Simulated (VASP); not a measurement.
# Nb in VASP: single point with PBE

Aim: the single point of Nb with PBE.

All numbers are computed with VASP 6.6.1; they aren't measurements. Logs are shortened: lines on timing, memory, paths and dates and some standing lists are left out, and cuts for length are marked.

## Step 1: The cell of the first run

The cell holds a slab with vacuum, 16 atoms: a = 5.735 Å, b = 5.735 Å, c = 24.024 Å, α = 90.00°, β = 90.00°, γ = 109.47°.

## Step 2: Single point, PBE

INCAR reads:

```
SYSTEM = Nb
PREC = Accurate
ENCUT = 520
EDIFF = 1E-6
ISMEAR = 0
SIGMA = 0.1
LREAL = Auto
LASPH = .True.
NELM = 80
ALGO = Fast
ISIF = 2
LWAVE = .False.
LCHARG = .False.
LDIPOL = .True.
IDIPOL = 3
DIPOL = 0.5 0.5 0.499
GGA = PE
NBANDS = 118
```

KPOINTS reads:

```
Automatic mesh
0
Gamma
  6 6 1
  0 0 0
```

POSCAR reads:

```
Nb
1.0
    5.7350211442      0.0000000000      0.0000000000
   -1.9116737147      5.4070297884      0.0000000000
    0.0000000000      0.0000000000     24.0239377337
Nb
16
Direct
    0.2500000000      0.2500000000      0.3538137708
    0.2500000000      0.7500000000      0.3538137708
    0.7500000000      0.2500000000      0.3538137708
    0.7500000000      0.7500000000      0.3538137708
    0.5000000000      0.5000000000      0.4512712569
    0.5000000000      0.0000000000      0.4512712569
    0.0000000000      0.5000000000      0.4512712569
    0.0000000000      0.0000000000      0.4512712569
    0.7500000000      0.7500000000      0.5489421704
    0.7500000000      0.2500000000      0.5489421704
    0.2500000000      0.7500000000      0.5489421704
    0.2500000000      0.2500000000      0.5489421704
    0.0000000000      0.0000000000      0.6421369179
    0.0000000000      0.5000000000      0.6421369179
    0.5000000000      0.0000000000      0.6421369179
    0.5000000000      0.5000000000      0.6421369179
```

Potentials or basis: VASP PAW PBE potentials, release 64 (Nb_sv).

Run with:

```sh
$ cat potpaw_PBE.64/Nb_sv/POTCAR > POTCAR
$ mpirun -np 1 vasp_std > vasp.out
```

OUTCAR:

```text
SYSTEM = Nb
   PREC = Accurate
   ENCUT = 520
   EDIFF = 1E-6
   ISMEAR = 0
   LREAL = Auto
   LASPH = .True.
   NELM = 80
   ISIF = 2
   GGA = PE

 ion  position               nearest neighbor table
   1  0.250  0.250  0.354-   5 2.87   8 2.87   2 2.87   2 2.87   3 2.87   3 2.87
   2  0.250  0.750  0.354-   6 2.87   7 2.87   1 2.87   1 2.87   4 2.87   4 2.87
   3  0.750  0.250  0.354-   6 2.87   7 2.87   4 2.87   4 2.87   1 2.87   1 2.87
   4  0.750  0.750  0.354-   5 2.87   8 2.87   3 2.87   3 2.87   2 2.87   2 2.87
   5  0.500  0.500  0.451-   1 2.87   4 2.87   6 2.87   6 2.87   7 2.87   7 2.87   9 2.87  12 2.87
[... 27 lines left out ...]
 A1 = (   5.7350211442,   0.0000000000,   0.0000000000)
 A2 = (  -1.9116737147,   5.4070297884,   0.0000000000)
 A3 = (   0.0000000000,   0.0000000000,  24.0239377337)

Analysis of symmetry for initial positions (statically):
=====================================================================
 Subroutine PRICEL returns following result:

  LATTYP: Found a base centered orthorhombic cell.
 ALAT       =     3.3111160014
 B/A-ratio  =     1.4142135624
 C/A-ratio  =     7.2555409486

  Lattice vectors:

 A1 = (   2.8675105721,   0.0000000000,   0.0000000000)
 A2 = (  -0.9558368574,   2.7035148942,   0.0000000000)
 A3 = (   0.0000000000,   0.0000000000,  24.0239377337)

   4 primitive cells build up your supercell.

 Routine SETGRP: Setting up the symmetry group for a
 base centered orthorhombic supercell.

 Subroutine GETGRP returns: Found  4 space group operations
 (whereof  4 operations were pure point group operations)
 out of a pool of  8 trial point group operations.

The static configuration has the point symmetry C_2v.

Analysis of symmetry for dynamics (positions and initial velocities):
=====================================================================
 Subroutine PRICEL returns following result:

  LATTYP: Found a base centered orthorhombic cell.
 ALAT       =     3.3111160014
 B/A-ratio  =     1.4142135624
 C/A-ratio  =     7.2555409486

  Lattice vectors:

 A1 = (   2.8675105721,   0.0000000000,   0.0000000000)
 A2 = (  -0.9558368574,   2.7035148942,   0.0000000000)
 A3 = (   0.0000000000,   0.0000000000,  24.0239377337)

   4 primitive cells build up your supercell.

 Routine SETGRP: Setting up the symmetry group for a
 base centered orthorhombic supercell.

 Subroutine GETGRP returns: Found  4 space group operations
[... 107 lines left out ...]
   NUPDOWN=      -1.0000    fix difference up-down
   EMIN   =  10.00;   EMAX   =-10.00  energy-range for DOS
   EFERMI =   0.00;   METHOD = LEGACY
   ISMEAR =     0;   SIGMA  =   0.10  broadening in eV -4-tet -1-fermi 0-gaus
   EFERMI_NEDOS =   21; number of points for ismear=-14 and -15
   IALGO  =     68    algorithm
   IMIX   =      4    mixing-type and parameters
     AMIX     =   0.40;   BMIX     =  1.00
     AMIX_MAG =   1.60;   BMIX_MAG =  1.00
  volume/ion in A,a.u.               =      46.56       314.21
  Fermi-wavevector in a.u.,A,eV,Ry     =   1.069999  2.022005 15.577275  1.144897
  Thomas-Fermi vector in A             =   2.205695
   LORBIT       =      0    0 simple, 1 ext, 2 COOP (PROOUT), +10 PAW based schemes
   GGA     = PE    functional components
   LHFCALC =     F    Hartree Fock is set to
   AEXX    =    0.0000 exact exchange contribution
   IVDW    =     0    specifies the selected vdW correction
   LEPSILON=     F    determine dielectric tensor
   LRPA    =     F    only Hartree local field effects (RPA)
 non-spin polarized calculation
 RMM-DIIS sequential band-by-band and
 Gauss-broadening in eV      SIGMA  =   0.10
  energy-cutoff  :      520.00
  volume of cell :      744.97
 maximum number of plane-waves:     20114
 NGX is ok and might be reduce to    48
   NGX = 21   NGY = 21   NGZ = 89

 dipolmoment           0.000000      0.000000      0.208951 electrons x Angstroem

 number of electron     208.0000001 magnetization

 dipolmoment           0.000000      0.000000     -0.009603 electrons x Angstroem

 Free energy of the ion-electron system (eV)
  ---------------------------------------------------
  ext. energy  EPLUGINS =         0.00000000
  ---------------------------------------------------
  free energy    TOTEN  =      -155.43742944 eV

  energy without entropy =     -155.34076636  energy(sigma->0) =     -155.38909790

 E-fermi :   1.7322     XC(G=0):  -5.7169

 val. band max:        1.7215067502   @ k =   0.1667   0.1667   0.0000
 cond. band min:       1.7337331045   @ k =   0.1667   0.1667   0.0000
 fundamental gap:      0.0122263544
 Fermi energy:         1.7321509022

 k-point     1 :       0.0000    0.0000    0.0000
  band No.  band energies     occupation
      1     -52.8999      2.00000
      2     -52.8822      2.00000
      3     -52.7702      2.00000
      4     -52.7702      2.00000
      5     -52.7432      2.00000
      6     -52.7432      2.00000
[... 1536 lines left out ...]
    115       2.5373      0.00000
    116       2.5473      0.00000
 [bands above 116 left out]

------------------------ aborting loop because EDIFF is reached ----------------------------------------

 vacuum level on the upper side and lower side of the slab       (xc-potential included)        -0.059        -0.000

  FORCE on cell =-STRESS in cart. coord.  units (eV):
  Direction    XX          YY          ZZ          XY          YZ          ZX
  --------------------------------------------------------------------------------------
  -------------------------------------------------------------------------------------
  Total      -15.6621866    -13.7382845     -4.6852726      2.7208084      0.0000000      0.0000000
  in kB      -33.6841038    -29.5464365    -10.0764480      5.8515452      0.0000000      0.0000000
  external PRESSURE =     -24.4356628 kB  Pullay stress =       0.0000000 kB

 VOLUME and BASIS-vectors are now :
 -----------------------------------------------------------------------------
  energy-cutoff  :      520.00
  volume of cell :      744.97
      direct lattice vectors                 reciprocal lattice vectors
     5.735021144  0.000000000  0.000000000     0.174367273  0.061648141  0.000000000
    -1.911673715  5.407029788  0.000000000     0.000000000  0.184944422  0.000000000
     0.000000000  0.000000000 24.023937734     0.000000000  0.000000000  0.041625150

 POSITION                                       TOTAL-FORCE (eV/Angst)
 -----------------------------------------------------------------------------------
      0.95584      1.35176      8.50000         0.000000     -0.000000      0.449715
      0.00000      4.05527      8.50000         0.000000     -0.000000      0.449715
      3.82335      1.35176      8.50000         0.000000     -0.000000      0.449715
      2.86751      4.05527      8.50000         0.000000     -0.000000      0.449715
      1.91167      2.70351     10.84131         0.000000     -0.000000     -0.436868
      2.86751      0.00000     10.84131         0.000000     -0.000000     -0.436868
[... 8 lines left out ...]
      2.86751      0.00000     15.42666        -0.000000      0.000000     -0.015711
      1.91167      2.70351     15.42666        -0.000000     -0.000000     -0.015711
 -----------------------------------------------------------------------------------
    total drift:                                0.000000      0.000000     -0.005363

  FREE ENERGIE OF THE ION-ELECTRON SYSTEM (eV)
  ---------------------------------------------------
  free  energy   TOTEN  =      -155.4374294431 eV

  energy  without entropy=     -155.3407663607  energy(sigma->0) =     -155.38909790

 vacuum level on the upper side and lower side of the slab         6.190         6.252
```

Wall time 2.3 h (1 thread of Oxide Virtual Turin-like, shared host); peak memory 1.2 GiB.

Results:

| Property | Result |
| --- | --- |
| Free energy | -155.4374 eV |
| Largest force | 0.450 eV/Å |
| Band gap on the k mesh | zero (bands 104 and 105 overlap by 0.66 eV) |

Forces in eV/Å, atoms in the order of the input:
```
Nb   0.000  0.000  0.450
Nb   0.000  0.000  0.450
Nb   0.000  0.000  0.450
Nb   0.000  0.000  0.450
Nb   0.000  0.000 -0.437
Nb   0.000  0.000 -0.437
Nb   0.000  0.000 -0.437
Nb   0.000  0.000 -0.437
Nb   0.000  0.000  0.003
Nb   0.000  0.000  0.003
Nb   0.000  0.000  0.003
Nb   0.000  0.000  0.003
Nb   0.000  0.000 -0.016
Nb   0.000  0.000 -0.016
Nb   0.000  0.000 -0.016
Nb   0.000  0.000 -0.016
```
